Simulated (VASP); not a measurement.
# Re: single point with PBEsol

Crystal: Re.

```xyz
3
Lattice="1.3793 0.7963 6.6762 -1.3793 0.7963 6.6762 0.0000 -1.5927 6.6762" Properties=species:S:1:pos:R:3 pbc="T T T"
Re    0.0000    0.0000    0.0000
Re    0.0000    0.0000    4.4498
Re    0.0000    0.0000   15.5788
```

```
Program                : VASP 6.6.1
Task                   : single point
Functional             : PBEsol
Potentials or basis    : VASP PAW PBE potentials, release 64 (Re)
Cutoff                 : 520 eV
k mesh                 : 15 × 15 × 15
Occupations            : fermi-dirac, width 0.05 eV
Spin                   : no spin polarisation
Dipole correction      : no
Further INCAR settings : ALGO = Normal; EDIFF = 1e-06; NBANDS = 18
```

The pressure is -2.8 GPa, the largest force is 0.030 eV/Å and the band gap on the k mesh is zero (an odd number of electrons rules out a gap without spin polarisation).

Forces on the atoms (eV/Å):
```
Re   0.000  0.000  0.000
Re   0.000  0.000 -0.030
Re   0.000  0.000  0.030
```

Stress tensor (GPa, compression positive):
```
-2.49  0.00  0.00
 0.00 -2.49  0.00
 0.00  0.00 -3.53
```

Levels at points of the mesh, in eV from the Fermi level:
| k point | band 7 | band 8 | band 9 | band 10 | band 11 | band 12 | band 13 | band 14 |
| --- | --- | --- | --- | --- | --- | --- | --- | --- |
| (0.00, 0.00, 0.00) | -1.79 | -1.64 | -1.57 | -1.57 | -1.17 | -1.17 | 0.55 | 0.55 |

Wall time 16 min on 1 thread of AMD EPYC 9R45 96-Core Processor (Zen 5) (shared host), peak memory 0.52 GiB.

Caveat: the PAW data sets were made with another functional, which shifts forces and pressure a little; spin-orbit coupling is left out, which moves the levels of the heavy elements.
